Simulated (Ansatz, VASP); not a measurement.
## BeTl3: VASP beside Ansatz

```
Be Tl
1.0
     4.72201    0.00000    0.00000
     0.00000    4.72201    0.00000
     0.00000    0.00000    4.72201
Be Tl
1 3
Direct
  0.00000 0.00000 0.00000
  0.00000 0.50000 0.50000
  0.50000 0.00000 0.50000
  0.50000 0.50000 0.00000
```

Alike in both runs: task relaxation of cell and atoms; functional PBE; k mesh 10 × 10 × 10; occupations gaussian, width 0.1 eV; no spin polarisation.

```csv
,VASP,Ansatz
version,VASP 6.6.1,Ansatz 0.2.0
potentials or method,"VASP PAW PBE potentials, release 64 (Be, Tl_d), cutoff 600 eV","scalar-relativistic, plane waves, PAW"
valence electrons in the cell,41,41
```

Ansatz gave:

| Property | Result |
| --- | --- |
| gap on the k mesh at the Fermi level, each at its own relaxed structure (eV) | none |
| relaxed volume (Å³/atom) | 26.10 |
| relaxed cell length with the largest relative difference (Å) | 4.708 |

Problem. Which values does VASP return?

Solution. gap on the k mesh at the Fermi level, each at its own relaxed structure (eV): none; relaxed volume (Å³/atom): 26.09; relaxed cell length with the largest relative difference (Å): 4.708.

A gap of «none» marks a metal or a gap that the smearing closes.

Spin-orbit coupling is off throughout.
